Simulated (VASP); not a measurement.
# LiCl (R-3m) in VASP: further runs, part 2 of 3

VASP 6.6.1. Earlier steps stand in the parts before.

### Step 4. Single point, PBEsol

This run uses another cell than the first one, of the same volume but with other edges.

INCAR reads:

```
SYSTEM = LiCl
  ALGO = Normal
  EDIFF = 1E-7
  ENCUT = 520
  GGA = PS
  ISIF = 2
  ISMEAR = 0
  LASPH = .True.
  LCHARG = .False.
  LREAL = .False.
  LWAVE = .False.
  NBANDS = 12
  NELM = 80
  PREC = Accurate
  SIGMA = 0.05
```

KPOINTS reads:

```
k-points
0
Gamma
  8 8 8
  0 0 0
```

POSCAR reads:

```
LiCl
1.0
    0.6251721533      2.9123873484      2.9123873484
    2.9123873484      0.6251721533      2.9123873484
    2.9123873484      2.9123873484      0.6251721533
Li Cl
1 1
Direct
    0.0000000000      0.0000000000      0.0000000000
    0.5000000000      0.5000000000      0.5000000000
```

Potentials or basis: VASP PAW PBE potentials, release 64 (Li_sv, Cl).

The run is started by

```
cat potpaw_PBE.64/Li_sv/POTCAR potpaw_PBE.64/Cl/POTCAR > POTCAR
mpirun -np 1 vasp_std > vasp.out
```

OUTCAR:

```text
SYSTEM = LiCl
   EDIFF = 1E-7
   ENCUT = 520
   GGA = PS
   ISIF = 2
   ISMEAR = 0
   LASPH = .True.
   LREAL = .False.
   NELM = 80
   PREC = Accurate

 ion  position               nearest neighbor table
   1  0.000  0.000  0.000-
   2  0.500  0.500  0.500-

  LATTYP: Found a trigonal (rhomboedric) cell.
 ALAT       =     4.1659141080
 COS(alpha) =     0.6985651702

  Lattice vectors:

 A1 = (   0.6251721533,   2.9123873484,   2.9123873484)
 A2 = (   2.9123873484,   0.6251721533,   2.9123873484)
 A3 = (   2.9123873484,   2.9123873484,   0.6251721533)

Analysis of symmetry for initial positions (statically):
=====================================================================
 Subroutine PRICEL returns:
 Original cell was already a primitive cell.

 Routine SETGRP: Setting up the symmetry group for a
 trigonal (rhombohedral) supercell.

 Subroutine GETGRP returns: Found 12 space group operations
 (whereof 12 operations were pure point group operations)
 out of a pool of 12 trial point group operations.

The static configuration has the point symmetry D_3d.

Analysis of symmetry for dynamics (positions and initial velocities):
=====================================================================
 Subroutine PRICEL returns:
 Original cell was already a primitive cell.

 Routine SETGRP: Setting up the symmetry group for a
 trigonal (rhombohedral) supercell.

 Subroutine GETGRP returns: Found 12 space group operations
 (whereof 12 operations were pure point group operations)
 out of a pool of 12 trial point group operations.

The dynamic configuration has the point symmetry D_3d.

 Subroutine INISYM returns: Found 12 space group operations
 (whereof 12 operations are pure point group operations),
 and found     1 'primitive' translations

----------------------------------------------------------------------------------------

                                     Primitive cell

  volume of cell :      33.7420

  direct lattice vectors                    reciprocal lattice vectors
     0.625172153  2.912387348  2.912387348    -0.239795258  0.197417647  0.197417647
     2.912387348  0.625172153  2.912387348     0.197417647 -0.239795258  0.197417647
     2.912387348  2.912387348  0.625172153     0.197417647  0.197417647 -0.239795258

  length of vectors
     4.165914108  4.165914108  4.165914108     0.368034266  0.368034266  0.368034266

  position of ions in fractional coordinates (direct lattice)
     0.000000000  0.000000000  0.000000000
     0.500000000  0.500000000  0.500000000

  ion indices of the primitive-cell ions
   primitive index   ion index
                 1           1
                 2           2

----------------------------------------------------------------------------------------

 KPOINTS: k-points

Automatic generation of k-mesh.
 Grid dimensions read from file:
 generate k-points for:    8    8    8

 Generating k-lattice:

  Cartesian coordinates                     Fractional coordinates (reciprocal lattice)
    -0.029974407  0.024677206  0.024677206     0.125000000 -0.000000000 -0.000000000
     0.024677206 -0.029974407  0.024677206    -0.000000000  0.125000000 -0.000000000
     0.024677206  0.024677206 -0.029974407    -0.000000000 -0.000000000  0.125000000

  Length of vectors
     0.046004283  0.046004283  0.046004283

  Shift w.r.t. Gamma in fractional coordinates (k-lattice)
     0.000000000  0.000000000  0.000000000

 Subroutine IBZKPT returns following result:
 ===========================================

 Found     65 irreducible k-points:

 Following reciprocal coordinates:
            Coordinates               Weight
  0.000000  0.000000  0.000000      1.000000
  0.125000  0.000000  0.000000      6.000000
  0.250000  0.000000  0.000000      6.000000
  0.375000  0.000000  0.000000      6.000000
  0.500000  0.000000  0.000000      3.000000
  0.125000  0.125000  0.000000      6.000000
[... 16 lines left out ...]
  0.250000  0.125000  0.125000      6.000000
  0.375000  0.125000  0.125000      6.000000
 [... further k-points ...]
   k-points           NKPTS =     65   k-points in BZ     NKDIM =     65   number of bands    NBANDS=     12
   number of dos      NEDOS =    301   number of ions     NIONS =      2
   total plane-waves  NPLWV =  32768
   dimension x,y,z NGX =    32 NGY =   32 NGZ =   32
   dimension x,y,z NGXF=    64 NGYF=   64 NGZF=   64
   ions per type =               1   1
   NGX,Y,Z   is equivalent  to a cutoff of  12.77, 12.77, 12.77 a.u.
   NGXF,Y,Z  is equivalent  to a cutoff of  25.54, 25.54, 25.54 a.u.
 SYSTEM =  LiCl
   PREC   = accura    normal or accurate (medium, high low for compatibility)
   ISTART =      0    job   : 0-new  1-cont  2-samecut
   ICHARG =      2    charge: 1-file 2-atom 10-const
   ISPIN  =      1    spin polarized calculation?
   LNONCOLLINEAR =      F non collinear calculations
   LSORBIT =      F    spin-orbit coupling
   LASPH  =      T    aspherical Exc in radial PAW
   ENCUT  =  520.0 eV  38.22 Ry    6.18 a.u.   7.75  7.75  7.75*2*pi/ulx,y,z
   NELM   =     80;   NELMIN=  2; NELMDL= -5     # of ELM steps
   EDIFF  = 0.1E-06   stopping-criterion for ELM
   LREAL  =      F    real-space projection
   EDIFFG = 0.1E-05   stopping-criterion for IOM
   NSW    =      0    number of steps for IOM
   IBRION =     -1    ionic relax: 0-MD 1-quasi-New 2-CG
   NFREE  =      0    steps in history (QN), initial steepest desc. (CG)
   ISIF   =      2    stress and relaxation
   ISYM   =      2    0-nonsym 1-usesym 2-fastsym
   POTIM  = 0.5000    time-step for ionic-motion
   TEBEG  =    0.0;   TEEND  =   0.0 temperature during run
   PSTRESS=    0.0 pullay stress
   NELECT =      10.0000    total number of electrons
   NUPDOWN=      -1.0000    fix difference up-down
   EMIN   =  10.00;   EMAX   =-10.00  energy-range for DOS
   EFERMI =   0.00;   METHOD = LEGACY
   ISMEAR =     0;   SIGMA  =   0.05  broadening in eV -4-tet -1-fermi 0-gaus
   EFERMI_NEDOS =   21; number of points for ismear=-14 and -15
   IALGO  =     38    algorithm
   IMIX   =      4    mixing-type and parameters
     AMIX     =   0.40;   BMIX     =  1.00
     AMIX_MAG =   1.60;   BMIX_MAG =  1.00
  volume/ion in A,a.u.               =      16.87       113.85
  Fermi-wavevector in a.u.,A,eV,Ry     =   1.091486  2.062609 16.209183  1.191341
  Thomas-Fermi vector in A             =   2.227732
   LORBIT       =      0    0 simple, 1 ext, 2 COOP (PROOUT), +10 PAW based schemes
   GGA     = PS    functional components
   LHFCALC =     F    Hartree Fock is set to
   AEXX    =    0.0000 exact exchange contribution
   IVDW    =     0    specifies the selected vdW correction
   LEPSILON=     F    determine dielectric tensor
   LRPA    =     F    only Hartree local field effects (RPA)
 non-spin polarized calculation
 Gauss-broadening in eV      SIGMA  =   0.05
  energy-cutoff  :      520.00
  volume of cell :       33.74
 maximum number of plane-waves:       922
   NGX = 15   NGY = 15   NGZ = 15

 number of electron      10.0000000 magnetization

 Free energy of the ion-electron system (eV)
  ---------------------------------------------------
  ext. energy  EPLUGINS =         0.00000000
  ---------------------------------------------------
  free energy    TOTEN  =        -7.11958206 eV

  energy without entropy =       -7.11958206  energy(sigma->0) =       -7.11958206

 E-fermi :   2.2808     XC(G=0):  -8.9047

 val. band max:        1.9253750493   @ k =   0.0000   0.0000   0.0000
 cond. band min:       5.5146231893   @ k =   0.0000   0.0000   0.0000
 fundamental gap:      3.5892481401
 Fermi energy:         2.2808404750

 k-point     1 :       0.0000    0.0000    0.0000
  band No.  band energies     occupation
      1     -42.6285      2.00000
      2     -12.6723      2.00000
      3      -0.8259      2.00000
      4       1.9254      2.00000
      5       1.9254      2.00000
      6       5.5146      0.00000
      7      11.2266      0.00000
      8      14.0224      0.00000
      9      14.6022      0.00000
     10      14.6022      0.00000
     11      16.1043      0.00000
     12      16.1043      0.00000
[... 331 lines left out ...]
 k-point    24 :       0.3750    0.1250    0.1250
  band No.  band energies     occupation
      1     -42.6249      2.00000
      2     -12.1719      2.00000
      3      -1.0655      2.00000
      4      -0.3326      2.00000
      5       1.5069      2.00000
      6       7.0243      0.00000
      7      10.5840      0.00000
      8      12.3155      0.00000
      9      12.4805      0.00000
     10      14.0700      0.00000
     11      16.8736      0.00000
     12      16.9135      0.00000

 [... further k-points ...]
[... 5 lines left out ...]
  --------------------------------------------------------------------------------------
  -------------------------------------------------------------------------------------
  Total        0.0455461      0.0455461      0.0455461     -1.6940116     -1.6940116     -1.6940116
  in kB        2.1626768      2.1626768      2.1626768    -80.4371702    -80.4371702    -80.4371702
  external PRESSURE =       2.1626768 kB  Pullay stress =       0.0000000 kB

 VOLUME and BASIS-vectors are now :
 -----------------------------------------------------------------------------
  energy-cutoff  :      520.00
  volume of cell :       33.74
      direct lattice vectors                 reciprocal lattice vectors
     0.625172153  2.912387348  2.912387348    -0.239795258  0.197417647  0.197417647
     2.912387348  0.625172153  2.912387348     0.197417647 -0.239795258  0.197417647
     2.912387348  2.912387348  0.625172153     0.197417647  0.197417647 -0.239795258

 POSITION                                       TOTAL-FORCE (eV/Angst)
 -----------------------------------------------------------------------------------
      0.00000      0.00000      0.00000         0.000000     -0.000000     -0.000000
      3.22497      3.22497      3.22497        -0.000000      0.000000      0.000000
 -----------------------------------------------------------------------------------
    total drift:                                0.000000     -0.000000      0.000000

  FREE ENERGIE OF THE ION-ELECTRON SYSTEM (eV)
  ---------------------------------------------------
  free  energy   TOTEN  =        -7.1195820599 eV

  energy  without entropy=       -7.1195820599  energy(sigma->0) =       -7.11958206
```

OSZICAR:

```text
N       E                     dE             d eps       ncg     rms          rms(c)
DAV:   1     0.391134915278E+02    0.39113E+02   -0.40248E+03  1560   0.763E+02
DAV:   2    -0.485882909982E+01   -0.43972E+02   -0.41099E+02  1996   0.140E+02
DAV:   3    -0.717378523176E+01   -0.23150E+01   -0.23088E+01  2124   0.333E+01
DAV:   4    -0.722571947684E+01   -0.51934E-01   -0.51926E-01  2124   0.507E+00
DAV:   5    -0.722654953032E+01   -0.83005E-03   -0.83002E-03  2132   0.562E-01    0.283E+00
DAV:   6    -0.712881320948E+01    0.97736E-01   -0.17293E-01  2020   0.181E+00    0.183E+00
DAV:   7    -0.711835741274E+01    0.10456E-01   -0.59487E-02  2356   0.120E+00    0.847E-01
DAV:   8    -0.711954996479E+01   -0.11926E-02   -0.63595E-03  2004   0.538E-01    0.146E-01
DAV:   9    -0.711952799478E+01    0.21970E-04   -0.31830E-04  2076   0.122E-01    0.624E-02
DAV:  10    -0.711958415527E+01   -0.56160E-04   -0.95191E-05  1784   0.642E-02    0.286E-02
DAV:  11    -0.711958200014E+01    0.21551E-05   -0.97919E-06  2096   0.205E-02    0.407E-03
DAV:  12    -0.711958205990E+01   -0.59756E-07   -0.45335E-07  1900   0.523E-03
   1 F= -.71195821E+01 E0= -.71195821E+01  d E =-.159206E-25
```

stdout:

```text
POSCAR found type information on POSCAR LiCl
 POSCAR found :  2 types and       2 ions
 scaLAPACK will be used
 -----------------------------------------------------------------------------
|                                                                             |
|                                                                             |
|     You enforced a specific xc type in the INCAR file but a different       |
|     I HOPE YOU KNOW WHAT YOU ARE DOING!                                     |
|                                                                             |
 -----------------------------------------------------------------------------

 LDA part: xc-table for (Slater+PW92), standard interpolation
 POSCAR, INCAR and KPOINTS ok, starting setup
 FFT: planning ... GRIDC
 FFT: planning ... GRID_SOFT
 FFT: planning ... GRID
 WAVECAR not read
 entering main loop
```

Wall time 28 s (1 thread of Intel Xeon 8259CL, shared host); peak memory 0.18 GiB.

Results:

```yaml
Free_energy: -7.1196 eV
Band_gap_on_the_k_mesh: 3.59 eV
```

Caveat: the cutoff is under 1.25 times the usual one of these potentials, so pressure, stress and relaxed cells hold a basis-set (Pulay) error; the PAW data sets were made with another functional, which shifts forces and pressure a little.

### Step 5. Single point, PBEsol

This run uses another cell than the first one, of the same volume but with other edges.

INCAR reads:

```
PREC = Accurate
ENCUT = 520
EDIFF = 1E-7
ISMEAR = 0
SIGMA = 0.05
LREAL = F
LASPH = T
NELM = 100
ALGO = Normal
ISIF = 2
LWAVE = F
LCHARG = F
GGA = PS
NBANDS = 12
```

KPOINTS reads:

```
Automatic mesh
0
Gamma
  8 8 8
```

POSCAR reads:

```
LiCl
1.0
   -0.2707532987      2.4367796886      2.4367796886
    2.4367796886     -0.2707532987      2.4367796886
    2.4367796886      2.4367796886     -0.2707532987
Li Cl
1 1
Direct
    0.0000000000      0.0000000000      0.0000000000
    0.5000000000      0.5000000000      0.5000000000
```

The run is started by

```
cat potpaw_PBE.64/Li_sv/POTCAR potpaw_PBE.64/Cl/POTCAR > POTCAR
mpirun -np 1 vasp_std > vasp.out
```

Run time: 25 s. Hardware: 1 thread of Intel Xeon 8259CL, shared host; peak memory 0.16 GiB.

Results (log left out):

- Free energy: -7.5577 eV
- Band gap on the k mesh: 5.36 eV (least direct gap 5.47 eV)

Levels at points of the mesh, in eV from the valence-band top:
```tsv
k point	band 1	band 2	band 3	band 4	band 5	band 6	band 7	band 8	band 9	band 10
(0.00, 0.00, 0.00)	-43.44	-13.93	-0.76	-0.76	0.00	5.47	10.42	10.42	13.47	13.76
(0.50, 0.00, 0.00)	-43.44	-13.40	-3.48	-0.76	-0.36	6.17	8.67	10.28	11.67	15.00
(0.50, 0.50, 0.00)	-43.43	-13.05	-3.48	-2.11	-1.08	6.79	8.11	11.16	12.98	14.14
(0.50, 0.50, 0.50)	-43.43	-13.04	-3.22	-1.25	-1.25	5.36	7.79	7.79	13.53	15.37
```

Caveat: the cutoff is under 1.25 times the usual one of these potentials, so pressure, stress and relaxed cells hold a basis-set (Pulay) error; the PAW data sets were made with another functional, which shifts forces and pressure a little. A k mesh can miss the band edges.

[end of part 2 of 3]
